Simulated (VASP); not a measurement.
RbBr, 2 atoms in the cell. It takes space group P4mm (No. 99, tetragonal). Conventional cell: a = 4.070 Å, b = 4.070 Å, c = 4.070 Å, α = 90.00°, β = 90.00°, γ = 90.00°. Rb (site symmetry 4mm) has 8 Br at 3.26 to 3.84 Å and 6 Rb at 4.07 Å within 4.3 Å. Br (site symmetry 4mm) has 8 Rb at 3.26 to 3.84 Å and 6 Br at 4.07 Å within 4.3 Å.  This cell differs from its parent crystal: mode 5 frozen in at -0.259 Å and mode 6 at +0.000 Å (largest displacements).

| Item | Value |
| --- | --- |
| Program | VASP 6.6.1 |
| Task | single point |
| Functional | PBEsol |
| Potentials or basis | VASP PAW PBE potentials, release 64 (Rb_sv, Br) |
| Cutoff | 520 eV |
| k mesh | 6 × 6 × 6 |
| Occupations | gaussian, width 0.05 eV |
| Spin | no spin polarisation |
| Dipole correction | no |
| Further INCAR settings | ALGO = Normal; EDIFF = 1e-07; NBANDS = 15 |

Potentials or basis: VASP PAW PBE potentials, release 64 (Rb_sv, Br).

Run with:

```bash
$ cat potpaw_PBE.64/Rb_sv/POTCAR potpaw_PBE.64/Br/POTCAR > POTCAR
$ mpirun -np 1 vasp_std > vasp.out
```

Hardware: 1 thread of Intel(R) Xeon(R) 6975P-C (Granite Rapids), on a shared host.

Task: Estimate the wall time of this run.

Result: It took 24 s on 1 thread of Intel(R) Xeon(R) 6975P-C (Granite Rapids), on a shared host, peak memory 0.18 GiB. Counts: scf iterations 14, k points 40.
